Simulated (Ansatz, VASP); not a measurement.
**Two plane-wave programs on GaN**

```xyz
2
Lattice="0.0000 2.2490 2.3574 2.2490 0.0000 2.3574 2.2490 2.2490 0.0000" Properties=species:S:1:pos:R:3 pbc="T T T"
Ga    0.0000    0.0000    0.0000
N     1.1245    1.1245    1.1787
```

Change from the starting cell: uniaxial_z strain +4.8%.

Alike in both runs: task single point; functional HSE06; k mesh 6 × 6 × 6; no spin polarisation.

|  | VASP | Ansatz |
| --- | --- | --- |
| version | VASP 6.6.1 | Ansatz 0.2.0 |
| potentials or method | VASP PAW PBE potentials, release 64 (Ga_d, N) | plane waves, PAW |
| plane-wave cutoff (eV) | 520 | 420 |
| occupations | gaussian, width 0.01 eV | fixed |
| valence electrons in the cell | 18 | 18 |

VASP gave:

- gap on the k mesh at the Fermi level (eV): 2.58
- pressure (GPa): -8.6
- traceless stress, the component that is largest in VASP (GPa): -4.79

What did Ansatz give for the same quantities?

gap on the k mesh at the Fermi level (eV): 2.57; pressure (GPa): -8.6; traceless stress, the component that is largest in VASP (GPa): -4.77.

Ansatz's warnings: stress exchange threshold loose, stress scf threshold loose.
